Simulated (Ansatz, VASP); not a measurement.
This is a calculation of Sb for Ansatz 0.2.0.

input

```
crystal:
  lattice:
    - [0.0, 2.3712425216, 2.3712425216]
    - [2.3712425216, 0.0, 2.3712425216]
    - [2.3712425216, 2.3712425216, 0.0]
  atoms:
    - { symbol: Sb, position: [0.0, 0.0, 0.0] }
hamiltonian:
  xc: r2scan0
  pseudopotentials: { kind: paw }
kpoints:
  mp_grid: { grid: [5, 5, 5] }
scf:
  occupations: { method: fermi_dirac, width: 0.05 }
output:
  forces: true
  stress: true
  eigenvalues: true
```

Question: Translate it to VASP 6.6.1. Potentials there: VASP PAW PBE potentials, release 64 (Sb).

Answer: As run (the cutoff follows the program's own potentials):

POSCAR

```
Sb
1.0
    0.0000000000      2.3712425216      2.3712425216
    2.3712425216      0.0000000000      2.3712425216
    2.3712425216      2.3712425216      0.0000000000
Sb
1
Direct
    0.0000000000      0.0000000000      0.0000000000
```

The input INCAR.step1:

```
  PREC = Accurate
  ENCUT = 520
  EDIFF = 1E-5
  ISMEAR = -1
  SIGMA = 0.05
  LREAL = False
  LASPH = True
  NELM = 60
  ALGO = Normal
  ISIF = 2
  LWAVE = True
  LCHARG = False
  NBANDS = 8
  GGA = PE
```

File INCAR.step2:

```
  PREC = Accurate
  ENCUT = 520
  EDIFF = 1E-6
  ISMEAR = -1
  SIGMA = 0.05
  LREAL = False
  LASPH = True
  NELM = 60
  ALGO = Normal
  ISIF = 2
  LWAVE = False
  LCHARG = False
  METAGGA = R2SCAN
  LHFCALC = True
  AEXX = 0.25
  LMIXTAU = True
  PRECFOCK = Normal
  NBANDS = 8
  ISTART = 1
```

File KPOINTS:

```
regular mesh
0
Gamma
  5 5 5
```

Potentials or basis: VASP PAW PBE potentials, release 64 (Sb).

Launch:

```console
$ cat potpaw_PBE.64/Sb/POTCAR > POTCAR
$ cp INCAR.step1 INCAR
$ mpirun -np 1 vasp_std > vasp.out
$ cp INCAR.step2 INCAR
$ mpirun -np 1 vasp_std > vasp.out
```

Both were run:

|  | VASP | Ansatz | Ansatz less VASP |
| --- | --- | --- | --- |
| gap on the k mesh at the Fermi level (eV) | none | none | - |
| pressure (GPa) | -1.6 | -0.4 | +1.21 |

VASP's potentials were made for PBE, not for r2SCAN0. A gap of «none» marks a metal or a gap that the smearing closes. The functional is the same, so the differences come from potentials, cutoffs and numerics. VASP's potentials hold 5 valence electrons a cell and Ansatz's 15, so a difference there can come from the potentials and not from the codes.

The k mesh is coarse, so the values compare programs but aren't converged. Neither program's run includes spin-orbit coupling.
